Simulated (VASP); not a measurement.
## Zr2F3: single point with PBE

Zr2F3:

```
Zr F
1.0
     2.92693    1.68986    2.34796
    -2.92693    1.68986    2.34796
     0.00000   -3.37973    2.34796
Zr F
2 3
Cartesian
  0.0000 0.0000 1.8987
  0.0000 0.0000 5.1451
  -0.7315 -2.1127 2.3480
  2.1954 0.4228 2.3480
  -1.4639 1.6899 2.3480
```

The cell was generated, and may not be a known phase.

- Program: VASP 6.6.1
- Task: single point
- Functional: PBE
- Potentials or basis: VASP PAW PBE potentials, release 64 (Zr_sv, F)
- Cutoff: 520 eV
- k mesh: 6 × 6 × 6
- Occupations: gaussian, width 0.1 eV
- Spin: no spin polarisation

The pressure is 0.0 GPa, the largest force is 0.010 eV/Å and the band gap on the k mesh is zero (an odd number of electrons rules out a gap without spin polarisation).

Forces on the atoms (eV/Å):
```
Zr   0.000  0.000  0.006
Zr   0.000  0.000 -0.006
F    0.005 -0.009  0.000
F    0.005  0.009  0.000
F   -0.010  0.000  0.000
```

Stress tensor (GPa, compression positive):
```
 0.02  0.00  0.00
 0.00  0.02  0.00
 0.00  0.00 -0.09
```

Levels at points of the mesh, in eV from the Fermi level:
```
           k point  band 19  band 20  band 21  band 22  band 23  band 24  band 25  band 26  band 27  band 28
(0.00, 0.00, 0.00)    -7.41    -6.98    -1.95    -0.41    -0.41     0.60     1.15     1.15     2.53     2.53
(0.50, 0.00, 0.00)    -7.29    -7.27    -0.78    -0.76     0.81     0.95     0.99     1.72     1.97     2.19
(0.50, 0.50, 0.00)    -7.27    -6.72    -1.20    -0.47    -0.13     1.05     1.86     2.11     2.32     2.34
(0.50, 0.50, 0.50)    -7.08    -7.08    -0.92    -0.92    -0.89     1.10     1.10     1.11     2.33     2.33
```

It took 70 s on 1 thread of AMD EPYC 7R13, on a shared host, peak memory 0.17 GiB.

Caveat: an odd number of electrons without spin polarisation forces a metal; a magnetic or distorted state may lie lower.
